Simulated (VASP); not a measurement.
A run of VASP 6.6.1 is set up as follows.

The input INCAR:

```
PREC     = Accurate       # precision mode
ENCUT    = 520            # plane-wave cutoff, eV
EDIFF    = 1E-6           # SCF threshold, eV
ISMEAR   = 0              # smearing method
SIGMA    = 0.1            # smearing width, eV
LREAL    = F              # projectors in reciprocal space
LASPH    = T              # aspherical terms in the spheres
NELM     = 80             # most SCF steps
ALGO     = Fast           # electronic algorithm
ISIF     = 2              # what is computed and relaxed
LWAVE    = F              # write WAVECAR
LCHARG   = F              # write CHGCAR
GGA      = PE             # functional
NBANDS   = 29             # bands
```

KPOINTS

```
Automatic mesh
0
Gamma
  10 10 10
```

POSCAR

```
Al4GeRu
1.0
    0.0000000000      3.6334506068      3.6334506068
    3.6334506068      0.0000000000      3.6334506068
    3.6334506068      3.6334506068      0.0000000000
Al Ge Ru
4 1 1
Direct
    0.3744068960      0.8767793120      0.3744068960
    0.3744068960      0.3744068960      0.8767793120
    0.8767793120      0.3744068960      0.3744068960
    0.3744068960      0.3744068960      0.3744068960
    0.7500000000      0.7500000000      0.7500000000
    0.0000000000      0.0000000000      0.0000000000
```

Potentials or basis: VASP PAW PBE potentials, release 64 (Al, Ge_d, Ru_pv).

Launch:

```bash
$ cat potpaw_PBE.64/Al/POTCAR potpaw_PBE.64/Ge_d/POTCAR potpaw_PBE.64/Ru_pv/POTCAR > POTCAR
$ mpirun -np 1 vasp_std > vasp.out
```

(1) Predict the band gap on the k mesh.

(2) Estimate the pressure.

## Answers

(1) zero (band 20 reaches 9.38 eV, above the bottom of band 21 at 8.28 eV).

(2) 0.0 GPa.
